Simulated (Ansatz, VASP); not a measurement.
**ZnS in VASP and in Ansatz**

INCAR

```
PREC = Accurate ; ENCUT = 500
EDIFF = 1E-6 ; ISMEAR = 0
SIGMA = 0.01 ; LREAL = False
LASPH = True ; NELM = 200
ALGO = Normal ; ISIF = 2
LWAVE = False ; LCHARG = False
LDAU = True ; LDAUTYPE = 2
LDAUL = 2 -1 ; LDAUU = 2 0
LDAUJ = 0 0 ; LDAUPRINT = 1
GGA = CA ; NBANDS = 36
GGA_COMPAT = False
```

The input KPOINTS:

```
regular mesh
0
Gamma
  6 6 6
```

POSCAR

```
ZnS
1.0
    1.9030712000      1.0987386696      9.3519478333
   -1.9030712000      1.0987386696      9.3519478333
    0.0000000000     -2.1974773392      9.3519478333
Zn S
3 3
Direct
    0.9999711367      0.9999711367      0.9999711367
    0.2222694100      0.2222694100      0.2222694100
    0.4446134433      0.4446134433      0.4446134433
    0.0832671700      0.0832671700      0.0832671700
    0.5278423033      0.5278423033      0.5278423033
    0.3053625400      0.3053625400      0.3053625400
```

Input for Ansatz:

```yaml
crystal:
  lattice:
    a: 3.8061424
    b: 3.8061424
    c: 28.0558435
    alpha: 90.0
    beta: 90.0
    gamma: 120.0
  space_group: 160
  atoms:
    - { symbol: Zn, position: [0.6666666666666666, 0.3333333333333333, 0.33330447] }
    - { symbol: Zn, position: [0.0, 0.0, 0.22226941] }
    - { symbol: Zn, position: [0.3333333333333333, 0.6666666666666666, 0.11128011] }
    - { symbol: S, position: [0.0, 0.0, 0.08326717] }
    - { symbol: S, position: [0.3333333333333333, 0.6666666666666666, 0.19450897] }
    - { symbol: S, position: [0.0, 0.0, 0.30536254] }
  reduce_to_primitive: true
basis:
  ecutwfc: 450.0
kpoints:
  mp_grid:
    grid: [6, 6, 6]
hamiltonian:
  xc: lda
  hubbard:
    - { species: Zn, l: d, u_eff: 2.0 }
scf:
  occupations:
    method: fixed
output:
  eigenvalues: true
```

Alike in both runs: task single point; functional LDA; k mesh 6 × 6 × 6; no spin polarisation; Hubbard terms Zn d U = 2.0 eV.

|  | VASP | Ansatz |
| --- | --- | --- |
| version | VASP 6.6.1 | Ansatz 0.2.0 |
| potentials or method | VASP PAW LDA potentials, release 64 (Zn, S), cutoff 500 eV | plane waves, PAW |
| occupations | gaussian, width 0.01 eV | fixed |
| valence electrons in the cell | 54 | 54 |

Ansatz gave:

```
gap on the k mesh at the Fermi level (eV) : 2.02
```

Problem. Which values does VASP return?

Solution. gap on the k mesh at the Fermi level (eV): 2.10.

LDA's correlation is that of Perdew and Zunger in VASP and of Perdew and Wang (1992) in Ansatz. The programs project onto different local orbitals, so the same U acts differently, and such runs can settle in different states.
